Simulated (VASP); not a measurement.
## Cu: single point with PBEsol

Cu:

```
Cu
1.0
    11.57025    0.00000    0.00000
     0.00000    2.23821    0.00000
    -4.59562    0.00000   21.74339
Cu
1
Direct
  0.50000 0.50000 0.50000
```

| Quantity | Value |
| --- | --- |
| Program | VASP 6.6.1 |
| Task | single point |
| Functional | PBEsol |
| Potentials or basis | VASP PAW PBE potentials, release 64 (Cu) |
| Cutoff | 520 eV |
| k mesh | 2 × 6 × 1 |
| Occupations | gaussian, width 0.1 eV |
| Spin | no spin polarisation |
| Dipole correction | no |
| Further INCAR settings | ALGO = Normal; EDIFF = 1e-06; NBANDS = 12 |

```yaml
Pressure: 0.0 GPa
Band_gap_on_the_k_mesh: zero (an odd number of electrons rules out a gap without spin polarisation)
```

Stress tensor (GPa, compression positive):
```
0.00 0.00 0.00
0.00 0.09 0.00
0.00 0.00 0.00
```

Levels at points of the mesh, in eV from the Fermi level:
```tsv
k point	band 3	band 4	band 5	band 6	band 7	band 8
(0.00, 0.00, 0.00)	-1.38	-1.38	-0.43	-0.43	2.28	2.29
(0.50, 0.00, 0.00)	-1.38	-1.38	-0.43	-0.43	2.27	2.28
(0.00, 0.50, 0.00)	-0.94	-0.94	-0.50	3.65	6.86	9.58
(0.50, 0.50, 0.00)	-0.94	-0.94	-0.50	3.65	6.86	9.58
```

Wall time 2.9 min on 1 thread of Intel Xeon 8259CL, with other jobs on the host, peak memory 0.55 GiB.

Caveat: the k points lie up to 0.47 Å⁻¹ apart, too coarse for converged energies and pressures of a metal; the PAW data sets were made with another functional, which shifts forces and pressure a little.
